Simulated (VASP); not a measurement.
**BaTiO3: single point with r2SCAN**

Crystal: BaTiO3.

```
CELL_PARAMETERS angstrom
2.75710 1.59181 2.25115
-2.75710 1.59181 2.25115
0.00000 -3.18362 2.25115
ATOMIC_POSITIONS crystal
Ba 0.00373 0.00373 0.00373
Ti 0.50345 0.50345 0.50345
O 0.50398 0.50398 0.00406
O 0.00406 0.50398 0.50398
O 0.50398 0.00406 0.50398
```

```yaml
Program: VASP 6.6.1
Task: single point
Functional: r2SCAN
Potentials_or_basis: VASP PAW PBE potentials, release 64 (Ba_sv, Ti_sv, O)
Cutoff: 520 eV
k_mesh: 6 × 6 × 6
Occupations: gaussian, width 0.02 eV
Spin: no spin polarisation
```

```yaml
Pressure: 17.9 GPa
Largest_force: 0.007 eV/Å
Band_gap_on_the_k_mesh: 2.32 eV (least direct gap 2.39 eV)
```

Forces in eV/Å, atoms in the order of the input:
```
Ba   0.000  0.000  0.007
Ti   0.000  0.000 -0.004
O    0.000  0.007 -0.001
O   -0.006 -0.004 -0.001
O    0.006 -0.004 -0.001
```

Levels at points of the mesh, in eV from the valence-band top:
```tsv
k point	band 18	band 19	band 20	band 21	band 22	band 23
(0.00, 0.00, 0.00)	-0.07	-0.07	-0.07	2.32	2.32	2.32
(0.50, 0.00, 0.00)	-1.91	-0.74	-0.74	2.51	4.29	4.29
(0.50, 0.50, 0.00)	-0.83	-0.83	-0.10	4.30	4.30	4.78
(0.50, 0.50, 0.50)	0.00	0.00	0.00	5.09	5.09	5.09
```

Wall time 5.2 min on 1 thread of Intel Xeon 8259CL, with other jobs on the host, peak memory 0.21 GiB.

Caveat: the cell stands under pressure; the PAW data sets were made with another functional, which shifts forces and pressure a little; spin-orbit coupling is left out, which moves the levels of the heavy elements. A k mesh can miss the band edges.
